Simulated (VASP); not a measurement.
# BN (Cmcm) in VASP: further runs

The runs below take BN through single point, with LDA.

Everything below comes from runs of VASP 6.6.1. Logs are shortened: lines on timing, memory, paths and dates and some standing lists are left out, and cuts for length are marked.

### 1 The cell of the first run

It takes space group Cmcm (No. 63, orthorhombic). The conventional cell has a = 2.762 Å, b = 4.310 Å, c = 6.019 Å, α = 90.00°, β = 90.00°, γ = 90.00°. Within 1.9 Å of B (site symmetry m2m) lie 3 N at 1.45 to 1.55 Å. N (site symmetry m2m) has 3 B at 1.45 to 1.55 Å within 1.9 Å.

### 2 Single point, LDA (normal strain along x +0.1100, normal strain along z -0.0733)

The input, INCAR:

```
ALGO = Normal
EDIFF = 1E-7
ENCUT = 520
ISIF = 2
ISMEAR = 0
LASPH = T
LCHARG = T
LELF = T
LREAL = F
LVHAR = T
LWAVE = F
NBANDS = 16
NELM = 80
PREC = Accurate
SIGMA = 0.05
```

The input, KPOINTS:

```
k-points
0
Gamma
  12 12 4
```

The input, POSCAR:

```
BN
1.0
    2.7620704039      0.0000000000      0.0000000000
   -1.3810352019      2.1549757989      0.0000000000
    0.0000000000      0.0000000000      6.0191680927
B N
2 2
Direct
    0.3555251379      0.7110502758      0.2500000000
    0.6444748621      0.2889497242      0.7500000000
    0.3073324708      0.6146649415      0.7500000000
    0.6926675292      0.3853350585      0.2500000000
```

Potentials or basis: VASP PAW LDA potentials, release 64 (B, N).

Started as:

```
$ cat potpaw_LDA.64/B/POTCAR potpaw_LDA.64/N/POTCAR > POTCAR
$ mpirun -np 1 vasp_std > vasp.out
```

OUTCAR:

```text
EDIFF = 1E-7
   ENCUT = 520
   ISIF = 2
   ISMEAR = 0
   LASPH = T
   LREAL = F
   NELM = 80
   PREC = Accurate

 ion  position               nearest neighbor table
   1  0.356  0.711  0.250-   4 1.45   4 1.55   4 1.55
   2  0.644  0.289  0.750-   3 1.45   3 1.55   3 1.55
   3  0.307  0.615  0.750-   2 1.45   2 1.55   2 1.55
   4  0.693  0.385  0.250-   1 1.45   1 1.55   1 1.55

  Warning from LATTYP: Monoclinic adjustment (A1->A3, A2->A1, A3->A2)!
  LATTYP: Found a base centered orthorhombic cell.
 ALAT       =     2.7620704039
 B/A-ratio  =     1.5604061329
 C/A-ratio  =     2.1792232682

  Lattice vectors:

 A1 = (   1.3810352019,  -2.1549757989,   0.0000000000)
 A2 = (   1.3810352020,   2.1549757989,   0.0000000000)
 A3 = (   0.0000000000,   0.0000000000,   6.0191680927)

Analysis of symmetry for initial positions (statically):
=====================================================================
 Subroutine PRICEL returns:
 Original cell was already a primitive cell.

 Routine SETGRP: Setting up the symmetry group for a
 base centered orthorhombic supercell.

 Subroutine GETGRP returns: Found  8 space group operations
 (whereof  4 operations were pure point group operations)
 out of a pool of  8 trial point group operations.

The static configuration has the point symmetry C_2h.
 The point group associated with its full space group is D_2h.

Analysis of symmetry for dynamics (positions and initial velocities):
=====================================================================
 Subroutine PRICEL returns:
 Original cell was already a primitive cell.

 Routine SETGRP: Setting up the symmetry group for a
 base centered orthorhombic supercell.

 Subroutine GETGRP returns: Found  8 space group operations
 (whereof  4 operations were pure point group operations)
 out of a pool of  8 trial point group operations.

The dynamic configuration has the point symmetry C_2h.
 The point group associated with its full space group is D_2h.

 Subroutine INISYM returns: Found  8 space group operations
 (whereof  4 operations are pure point group operations),
 and found     1 'primitive' translations

----------------------------------------------------------------------------------------

                                     Primitive cell

  volume of cell :      35.8273

[... 86 lines left out ...]
   ISPIN  =      1    spin polarized calculation?
   LNONCOLLINEAR =      F non collinear calculations
   LSORBIT =      F    spin-orbit coupling
   LASPH  =      T    aspherical Exc in radial PAW
   ENCUT  =  520.0 eV  38.22 Ry    6.18 a.u.   5.14  4.76 11.19*2*pi/ulx,y,z
   NELM   =     80;   NELMIN=  2; NELMDL= -5     # of ELM steps
   EDIFF  = 0.1E-06   stopping-criterion for ELM
   LREAL  =      F    real-space projection
   EDIFFG = 0.1E-05   stopping-criterion for IOM
   NSW    =      0    number of steps for IOM
   IBRION =     -1    ionic relax: 0-MD 1-quasi-New 2-CG
   NFREE  =      0    steps in history (QN), initial steepest desc. (CG)
   ISIF   =      2    stress and relaxation
   ISYM   =      2    0-nonsym 1-usesym 2-fastsym
   POTIM  = 0.5000    time-step for ionic-motion
   TEBEG  =    0.0;   TEEND  =   0.0 temperature during run
   PSTRESS=    0.0 pullay stress
   NELECT =      16.0000    total number of electrons
   NUPDOWN=      -1.0000    fix difference up-down
   EMIN   =  10.00;   EMAX   =-10.00  energy-range for DOS
   EFERMI =   0.00;   METHOD = LEGACY
   ISMEAR =     0;   SIGMA  =   0.05  broadening in eV -4-tet -1-fermi 0-gaus
   EFERMI_NEDOS =   21; number of points for ismear=-14 and -15
   IALGO  =     38    algorithm
   IMIX   =      4    mixing-type and parameters
     AMIX     =   0.40;   BMIX     =  1.00
     AMIX_MAG =   1.60;   BMIX_MAG =  1.00
  volume/ion in A,a.u.               =       8.96        60.44
  Fermi-wavevector in a.u.,A,eV,Ry     =   1.251345  2.364699 21.304867  1.565864
  Thomas-Fermi vector in A             =   2.385297
   LORBIT       =      0    0 simple, 1 ext, 2 COOP (PROOUT), +10 PAW based schemes
   GGA     = CA    functional components
   LHFCALC =     F    Hartree Fock is set to
   AEXX    =    0.0000 exact exchange contribution
   IVDW    =     0    specifies the selected vdW correction
   LEPSILON=     F    determine dielectric tensor
   LRPA    =     F    only Hartree local field effects (RPA)
 non-spin polarized calculation
 Gauss-broadening in eV      SIGMA  =   0.05
  energy-cutoff  :      520.00
  volume of cell :       35.83
 maximum number of plane-waves:       982
 NGX is ok and might be reduce to    24
   NGX = 11   NGY =  9   NGZ = 23

 number of electron      16.0000000 magnetization

 Free energy of the ion-electron system (eV)
  ---------------------------------------------------
  ext. energy  EPLUGINS =         0.00000000
  ---------------------------------------------------
  free energy    TOTEN  =       -37.60500027 eV

  energy without entropy =      -37.60500027  energy(sigma->0) =      -37.60500027

 E-fermi :   3.0855     XC(G=0): -10.8174

 val. band max:        2.8625687518   @ k =   0.0000   0.5000   0.0000
 cond. band min:       6.1862746757   @ k =   0.0000   0.5000   0.0000
 fundamental gap:      3.3237059239
 Fermi energy:         3.0854630220

 k-point     1 :       0.0000    0.0000    0.0000
  band No.  band energies     occupation
      1     -14.5855      2.00000
      2     -13.9369      2.00000
      3      -3.7986      2.00000
      4      -0.2772      2.00000
      5       0.6823      2.00000
      6       0.8244      2.00000
[... 433 lines left out ...]
      3      -5.7349      2.00000
      4      -5.5739      2.00000
      5      -2.4594      2.00000
      6      -2.2485      2.00000
[... 8 lines left out ...]
     15      16.1711      0.00000
     16      18.5168      0.00000

 [... further k-points ...]
[... 5 lines left out ...]
  --------------------------------------------------------------------------------------
  -------------------------------------------------------------------------------------
  Total      -17.5300577     -3.7000940      0.4090186     -0.0000000      0.0000000      0.0000000
  in kB     -783.9354690   -165.4663638     18.2911085     -0.0000000      0.0000000      0.0000000
  external PRESSURE =    -310.3702414 kB  Pullay stress =       0.0000000 kB

 VOLUME and BASIS-vectors are now :
 -----------------------------------------------------------------------------
  energy-cutoff  :      520.00
  volume of cell :       35.83
      direct lattice vectors                 reciprocal lattice vectors
     2.762070404  0.000000000  0.000000000     0.362047252  0.232021167  0.000000000
    -1.381035202  2.154975799  0.000000000     0.000000000  0.464042334  0.000000000
     0.000000000  0.000000000  6.019168093     0.000000000  0.000000000  0.166135915

 POSITION                                       TOTAL-FORCE (eV/Angst)
 -----------------------------------------------------------------------------------
      0.00000      1.53230      1.50479        -0.000000     -0.018728      0.000000
      1.38104      0.62268      4.51438         0.000000      0.018728     -0.000000
      0.00000      1.32459      4.51438        -0.000000     -0.015497     -0.000000
      1.38104      0.83039      1.50479         0.000000      0.015497     -0.000000
 -----------------------------------------------------------------------------------
    total drift:                                0.000000     -0.000000      0.000000

  FREE ENERGIE OF THE ION-ELECTRON SYSTEM (eV)
  ---------------------------------------------------
  free  energy   TOTEN  =       -37.6050002693 eV

  energy  without entropy=      -37.6050002693  energy(sigma->0) =      -37.60500027
```

Wall time 31 s (1 thread of Intel Xeon Platinum 8559C (Emerald Rapids), shared host); peak memory 0.18 GiB.

Results:

```
Free energy            : -37.6050 eV
Pressure               : -31.0 GPa
Largest force          : 0.019 eV/Å
Band gap on the k mesh : 3.32 eV, direct
```

Forces in eV/Å, atoms in the order of the input:
```
B    0.000 -0.019  0.000
B    0.000  0.019  0.000
N    0.000 -0.015  0.000
N    0.000  0.015  0.000
```

Levels at points of the mesh, in eV from the valence-band top:
| k point | band 4 | band 5 | band 6 | band 7 | band 8 | band 9 | band 10 | band 11 | band 12 | band 13 |
| --- | --- | --- | --- | --- | --- | --- | --- | --- | --- | --- |
| (0.00, 0.00, 0.00) | -3.14 | -2.18 | -2.04 | -1.71 | -1.60 | 4.96 | 8.30 | 9.01 | 9.40 | 9.82 |
| (0.50, 0.00, 0.00) | -8.79 | -3.89 | -3.72 | -2.48 | -0.86 | 3.41 | 5.14 | 8.62 | 8.98 | 11.58 |
| (0.00, 0.50, 0.00) | -8.35 | -5.36 | -5.14 | -1.72 | 0.00 | 3.32 | 5.54 | 5.95 | 6.27 | 12.25 |
| (0.00, 0.00, 0.50) | -5.15 | -2.11 | -2.11 | -1.65 | -1.65 | 7.25 | 7.25 | 9.20 | 9.20 | 9.59 |
| (0.50, 0.00, 0.50) | -8.90 | -3.81 | -3.81 | -1.52 | -1.52 | 3.71 | 3.71 | 9.11 | 9.11 | 12.45 |
| (0.00, 0.50, 0.50) | -8.50 | -5.25 | -5.25 | -0.80 | -0.80 | 4.02 | 4.02 | 6.24 | 6.24 | 12.65 |

Caveat: the cell differs from its parent crystal (normal strain along x +0.1100, normal strain along z -0.0733).

### 3 Single point, LDA (normal strain along x -0.1100, normal strain along z +0.0000)

The input, INCAR:

```
SYSTEM = BN
ALGO     = Normal         ! electronic algorithm
EDIFF    = 1E-7           ! SCF threshold, eV
ENCUT    = 520            ! plane-wave cutoff, eV
GGA      = CA             ! functional
ISIF     = 2              ! what is computed and relaxed
ISMEAR   = 0              ! smearing method
LASPH    = .True.         ! aspherical terms in the spheres
LCHARG   = .False.        ! write CHGCAR
LREAL    = .False.        ! projectors in reciprocal space
LWAVE    = .False.        ! write WAVECAR
NBANDS   = 16             ! bands
NELM     = 80             ! most SCF steps
PREC     = Accurate       ! precision mode
SIGMA    = 0.05           ! smearing width, eV
```

The input, KPOINTS:

```
k-points
0
Gamma
  12 12 4
  0 0 0
```

The input, POSCAR:

```
BN
1.0
    2.2146330265      0.0000000000      0.0000000000
   -1.1073165133      2.1549757989      0.0000000000
    0.0000000000      0.0000000000      6.4952714932
B N
2 2
Direct
    0.3212716882      0.6425433764      0.2500000000
    0.6787283118      0.3574566236      0.7500000000
    0.3564976801      0.7129953602      0.7500000000
    0.6435023199      0.2870046398      0.2500000000
```

Potentials or basis: VASP PAW LDA potentials, release 64 (B, N).

Started as:

```
$ cat potpaw_LDA.64/B/POTCAR potpaw_LDA.64/N/POTCAR > POTCAR
$ mpirun -np 1 vasp_std > vasp.out
```

OUTCAR:

```text
SYSTEM = BN
   EDIFF = 1E-7
   ENCUT = 520
   GGA = CA
   ISIF = 2
   ISMEAR = 0
   LASPH = .True.
   LREAL = .False.
   NELM = 80
   PREC = Accurate

 ion  position               nearest neighbor table
   1  0.321  0.643  0.250-   4 1.35   4 1.35   4 1.39
   2  0.679  0.357  0.750-   3 1.35   3 1.35   3 1.39
   3  0.356  0.713  0.750-   2 1.35   2 1.35   2 1.39
   4  0.644  0.287  0.250-   1 1.35   1 1.35   1 1.39

  LATTYP: Found a base centered orthorhombic cell.
 ALAT       =     2.2146330265
 B/A-ratio  =     1.9461245029
 C/A-ratio  =     2.9328883908

  Lattice vectors:

 A1 = (   1.1073165133,  -2.1549757989,   0.0000000000)
 A2 = (   1.1073165132,   2.1549757989,   0.0000000000)
 A3 = (   0.0000000000,   0.0000000000,   6.4952714932)

Analysis of symmetry for initial positions (statically):
=====================================================================
 Subroutine PRICEL returns:
 Original cell was already a primitive cell.

 Routine SETGRP: Setting up the symmetry group for a
 base centered orthorhombic supercell.
[... 168 lines left out ...]
  ---------------------------------------------------
  free energy    TOTEN  =       -37.08832596 eV

  energy without entropy =      -37.08832596  energy(sigma->0) =      -37.08832596

 E-fermi :   3.7978     XC(G=0): -11.0820

 val. band max:        3.5202273830   @ k =   0.0000   0.0000   0.0000
 cond. band min:       6.9674576060   @ k =   0.0000   0.5000   0.0000
 fundamental gap:      3.4472302229
 Fermi energy:         3.7977603330

 k-point     1 :       0.0000    0.0000    0.0000
  band No.  band energies     occupation
      1     -15.5593      2.00000
      2     -15.2110      2.00000
      3      -4.2052      2.00000
      4      -1.8921      2.00000
      5       1.0317      2.00000
      6       1.0784      2.00000
[... 433 lines left out ...]
      3      -5.9495      2.00000
      4      -5.8640      2.00000
      5      -3.0063      2.00000
      6      -2.9509      2.00000
[... 8 lines left out ...]
     15      18.9061      0.00000
     16      21.3687      0.00000

 [... further k-points ...]
[... 5 lines left out ...]
  --------------------------------------------------------------------------------------
  -------------------------------------------------------------------------------------
  Total       26.1420784      7.0692710     -0.0358459     -0.0000000     -0.0000000      0.0000000
  in kB     1351.1675845    365.3791303     -1.8527125     -0.0000000     -0.0000000      0.0000000
  external PRESSURE =     571.5646674 kB  Pullay stress =       0.0000000 kB

 VOLUME and BASIS-vectors are now :
 -----------------------------------------------------------------------------
  energy-cutoff  :      520.00
  volume of cell :       31.00
      direct lattice vectors                 reciprocal lattice vectors
     2.214633027  0.000000000  0.000000000     0.451542079  0.232021167  0.000000000
    -1.107316513  2.154975799  0.000000000     0.000000000  0.464042334  0.000000000
     0.000000000  0.000000000  6.495271493     0.000000000  0.000000000  0.153958153

 POSITION                                       TOTAL-FORCE (eV/Angst)
 -----------------------------------------------------------------------------------
     -0.00000      1.38467      1.62382        -0.000000      0.011179     -0.000000
      1.10732      0.77031      4.87145         0.000000     -0.011179     -0.000000
     -0.00000      1.53649      4.87145        -0.000000      0.011032      0.000000
      1.10732      0.61849      1.62382         0.000000     -0.011032      0.000000
 -----------------------------------------------------------------------------------
    total drift:                                0.000000     -0.000000     -0.000000

  FREE ENERGIE OF THE ION-ELECTRON SYSTEM (eV)
  ---------------------------------------------------
  free  energy   TOTEN  =       -37.0883259632 eV

  energy  without entropy=      -37.0883259632  energy(sigma->0) =      -37.08832596
```

stdout:

```text
POSCAR found type information on POSCAR B N
 POSCAR found :  2 types and       4 ions
 scaLAPACK will be used
 LDA part: xc-table for (Slater(with rela. corr.)+CA(PZ))
 , standard interpolation
 POSCAR, INCAR and KPOINTS ok, starting setup
 FFT: planning ... GRIDC
 FFT: planning ... GRID_SOFT
 FFT: planning ... GRID
 WAVECAR not read
 entering main loop
```

It took 22 s on 1 thread of AMD EPYC 9R45 (Zen 5), shared host; peak memory 0.13 GiB.

Results:

```yaml
Free_energy: -37.0883 eV
Pressure: 57.2 GPa
Largest_force: 0.011 eV/Å
Band_gap_on_the_k_mesh: 3.45 eV, indirect (least direct gap 4.57 eV)
```

Forces in eV/Å, atoms in the order of the input:
```
B    0.000  0.011  0.000
B    0.000 -0.011  0.000
N    0.000  0.011  0.000
N    0.000 -0.011  0.000
```

Stress tensor (GPa, compression positive):
```
135.12   0.00   0.00
  0.00  36.54   0.00
  0.00   0.00  -0.19
```

Caveat: the cell differs from its parent crystal (normal strain along x -0.1100, normal strain along z +0.0000). A k mesh can miss the band edges.

[end of part 1 of 2]
